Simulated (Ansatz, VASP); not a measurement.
One calculation of Mo, two programs

```xyz
1
Lattice="-1.5807 1.5807 1.5807 1.5807 -1.5807 1.5807 1.5807 1.5807 -1.5807" Properties=species:S:1:pos:R:3 pbc="T T T"
Mo    0.0000    0.0000    0.0000
```

Alike in both runs: functional PBE; k mesh 20 × 20 × 20; occupations fermi-dirac, width 0.15 eV; no spin polarisation.

Ansatz relaxed the structure, and its values are those at the end. VASP's run is a single point on that final structure, the one shown.

```csv
,VASP,Ansatz
version,VASP 6.6.1,Ansatz 0.2.0
potentials or method,"VASP PAW PBE potentials, release 64 (Mo_sv), cutoff 500 eV","scalar-relativistic, plane waves, PAW"
valence electrons in the cell,14,14
```

VASP gave:

```
gap on the k mesh at the Fermi level (eV) : none
pressure (GPa)                            : 0.5
```

**Question.** Which values does Ansatz return?

**Answer.** gap on the k mesh at the Fermi level (eV): none; pressure (GPa): 0.0.

A gap of «none» marks a metal or a gap that the smearing closes. The functional is the same, so the differences come from potentials, cutoffs and numerics.
